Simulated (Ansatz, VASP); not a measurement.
# One calculation of Te2Mo, two programs

```
CELL_PARAMETERS angstrom
6.48638 0.00000 0.00000
0.00000 3.54866 0.00000
-0.08742 0.00000 36.88540
ATOMIC_POSITIONS crystal
Te 0.42925 0.75000 0.54070
Te 0.57075 0.25000 0.45930
Te 0.92085 0.25000 0.55653
Te 0.07915 0.75000 0.44347
Mo 0.18135 0.25000 0.49747
Mo 0.81865 0.75000 0.50253
```

Alike in both runs: task single point; functional PBE exchange alone; k mesh 4 × 8 × 1; occupations fermi-dirac, width 0.05 eV; no spin polarisation.

```csv
,VASP,Ansatz
version,VASP 6.6.1,Ansatz 0.2.0
potentials or method,"VASP PAW PBE potentials, release 64 (Te, Mo_sv)",Ansatz PAW
plane-wave cutoff (eV),520,420
valence electrons in the cell,52,92
```

Ansatz gave:

| Item | Value |
| --- | --- |
| gap on the k mesh at the Fermi level (eV) | none |
| rms of the force components (eV/Å) | 0.344 |

Task: What did VASP give for the same quantities?

Result: gap on the k mesh at the Fermi level (eV): none; rms of the force components (eV/Å): 0.355.

VASP's potentials were made for PBE, not for PBE exchange alone. Atom by atom the forces differ by 0.012 eV/Å (rms over components). A gap of «none» marks a metal or a gap that the smearing closes. VASP's potentials hold 52 valence electrons a cell and Ansatz's 92, so a difference there can come from the potentials and not from the codes.

Neither program's run includes spin-orbit coupling.
